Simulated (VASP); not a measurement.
Crystal: Cu.

```xyz
1
Lattice="-1.4428 1.4428 1.3761 1.4428 -1.4428 1.3761 1.4428 1.4428 -1.3761" Properties=species:S:1:pos:R:3 pbc="T T T"
Cu    0.0000    0.0000    0.0000
```

Base run:

```yaml
Program: VASP 6.6.1
Functional: r2SCAN
Potentials_or_basis: VASP PAW PBE potentials, release 64 (Cu)
Cutoff: 520 eV
k_mesh: 10 × 10 × 10
Occupations: gaussian, width 0.1 eV
Spin: no spin polarisation
```

Its results: pressure 1.0 GPa.

Task: The run is repeated on the same cell with these changes: k mesh from 10 × 10 × 10 to 4 × 4 × 4. What comes out?

Result: Pressure 0.3 GPa.

Caveats: some runs use coarse meshes; the PAW data sets were made with another functional, which shifts forces and pressure a little.
